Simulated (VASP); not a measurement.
The system is SrSiH6.

```
Sr Si H
1.0
     3.85004    0.00000    0.00000
     0.00000    3.85004    0.00000
     0.00000    0.00000    7.68590
Sr Si H
1 1 6
Direct
  0.00000 0.00000 0.00000
  0.00000 0.00000 0.50000
  0.50000 0.50000 0.00000
  0.50000 0.50000 0.50000
  0.50000 0.00000 0.25699
  0.50000 0.00000 0.74301
  0.00000 0.50000 0.25699
  0.00000 0.50000 0.74301
```

- Program: VASP 6.6.1
- Task: relaxation of cell and atoms
- Functional: PBEsol
- Potentials or basis: VASP PAW PBE potentials, release 64 (Sr_sv, Si, H)
- Cutoff: 600 eV
- k mesh: 6 × 6 × 4
- Occupations: fermi-dirac, width 0.03 eV
- Spin: no spin polarisation

At the start: pressure -11.7 GPa; volume 14.24 Å³/atom.

How do energy, volume and symmetry change on relaxing?

Over 16 steps the energy falls by 549.2 meV/atom and the volume is 8.31 Å³/atom (-41.6 %); space group P4/mmm (No. 123, to 0.1 Å) before and after.

The path:
| step | energy change (eV) | largest force (eV/Å) | pressure (GPa) | volume (Å³) |
| --- | --- | --- | --- | --- |
| 1 | 0.0000 | 0.3771 | -11.68 | 113.93 |
| 2 | -1.1898 | 0.5267 | -10.91 | 97.66 |
| 3 | -2.6232 | 1.3637 | 8.95 | 58.27 |
| 4 | -2.7276 | 1.0930 | -1.29 | 67.61 |
| 5 | -2.7520 | 1.1719 | 1.22 | 64.68 |
| 6 | -3.2151 | 1.2276 | 3.52 | 62.16 |
| 7 | -3.6832 | 0.0295 | 18.30 | 54.74 |
| 8 | -3.8146 | 0.9206 | 10.19 | 57.93 |
| 9 | -3.8584 | 0.6646 | 12.59 | 56.82 |
| 10 | -4.1867 | 0.1402 | 7.50 | 60.09 |
| 11 | -4.2526 | 0.1986 | 4.84 | 62.57 |
| 12 | -4.3841 | 0.0178 | 1.18 | 65.24 |
| 13 | -4.3925 | 0.0484 | -0.01 | 66.29 |
| 14 | -4.3926 | 0.0412 | 0.12 | 66.17 |
| 15 | -4.3930 | 0.0314 | 0.05 | 66.27 |
| 16 | -4.3934 | 0.0074 | -0.10 | 66.50 |

Final structure:
```
Sr Si H
1.0
     3.30922    0.00000    0.00000
     0.00000    3.30922    0.00000
     0.00000    0.00000    6.07226
Sr Si H
1 1 6
Direct
  0.00000 0.00000 0.00000
  0.00000 0.00000 0.50000
  0.50000 0.50000 0.00000
  0.50000 0.50000 0.50000
  0.50000 0.00000 0.33674
  0.50000 0.00000 0.66326
  0.00000 0.50000 0.33674
  0.00000 0.50000 0.66326
```

Caveat: the volume moved by over 15 % at a fixed basis, so the end points are rough; the PAW data sets were made with another functional, which shifts forces and pressure a little.
